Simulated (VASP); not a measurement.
Eu: single point with r2SCAN

Eu:

```
Eu
1.0
    -2.22747    2.22747    2.22747
     2.22747   -2.22747    2.22747
     2.22747    2.22747   -2.22747
Eu
1
Cartesian
  0.0000 0.0000 0.0000
```

| Item | Value |
| --- | --- |
| Program | VASP 6.6.1 |
| Task | single point |
| Functional | r2SCAN |
| Potentials or basis | VASP PAW PBE potentials, release 64 (Eu) |
| Cutoff | 520 eV |
| k mesh | 10 × 10 × 10 |
| Occupations | gaussian, width 0.6 eV |
| Spin | collinear spin, ferromagnetic start |
| Starting moments | [7.31] μB |
| Dipole correction | no |
| Further INCAR settings | ALGO = Normal; EDIFF = 1e-06; NBANDS = 18 |

The pressure is -0.4 GPa and the net moment is 7.78 μB per cell. The site moments are Eu +6.68 μB. The valence electrons inside the program's atomic spheres are Eu 14.76.

Levels at points of the mesh, in eV from the Fermi level:
Spin up:
```
           k point  band 9  band 10  band 11  band 12  band 13  band 14  band 15  band 16
(0.00, 0.00, 0.00)   -0.83    -0.83    -0.83    -0.79     1.91     1.91     1.91     3.49
(0.50, 0.00, 0.00)   -0.83    -0.82    -0.81    -0.81     0.25     0.44     3.45     4.14
(0.50, 0.50, 0.50)   -0.93    -0.93    -0.77    -0.77    -0.77     4.76     4.76     4.76
```
Spin down:
| k point | band 3 | band 4 | band 5 | band 6 | band 7 | band 8 |
| --- | --- | --- | --- | --- | --- | --- |
| (0.00, 0.00, 0.00) | -18.57 | -18.57 | -3.12 | 3.25 | 3.25 | 3.25 |
| (0.50, 0.00, 0.00) | -18.73 | -18.58 | -0.45 | 1.77 | 1.92 | 4.96 |
| (0.50, 0.50, 0.50) | -18.90 | -18.90 | 0.14 | 0.14 | 4.89 | 4.89 |

It took 3.8 min on 1 thread of AMD EPYC 9R45 96-Core Processor (Zen 5), with other jobs on the host, peak memory 0.21 GiB.

Caveat: so wide a smearing shifts energies and pressures; the PAW data sets were made with another functional, which shifts forces and pressure a little; spin-orbit coupling is left out, which moves the levels of the heavy elements; semilocal functionals describe open f shells poorly, which spoils levels, moments and volumes. The state reached can hang on the start; a lower one may exist.
